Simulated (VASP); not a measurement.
SnSe, 4 atoms in the cell. The cell holds a slab with vacuum, 4 atoms: a = 4.285 Å, b = 4.285 Å, c = 10.991 Å, α = 90.00°, β = 90.00°, γ = 90.00°. 

* Program: VASP 6.6.1
* Task: single point
* Functional: PBEsol
* Potentials or basis: VASP PAW PBE potentials, release 64 (Sn_d, Se)
* Cutoff: 500 eV
* k mesh: 4 × 4 × 2
* Occupations: gaussian, width 0.01 eV
* Spin: no spin polarisation
* Dipole correction: no
* Further INCAR settings: ALGO = Normal; EDIFF = 1e-06; NBANDS = 28

Potentials or basis: VASP PAW PBE potentials, release 64 (Sn_d, Se).

Run with:

```sh
$ cat potpaw_PBE.64/Sn_d/POTCAR potpaw_PBE.64/Se/POTCAR > POTCAR
$ mpirun -np 1 vasp_std > vasp.out
```

Hardware: 1 thread of AMD EPYC 7R13 Processor (Zen 3), on a shared host.

Question: How long does it take, and how much memory?

Answer: It took 52 s on 1 thread of AMD EPYC 7R13 Processor (Zen 3), on a shared host, peak memory 0.25 GiB. Counts: scf iterations 15, k points 12.
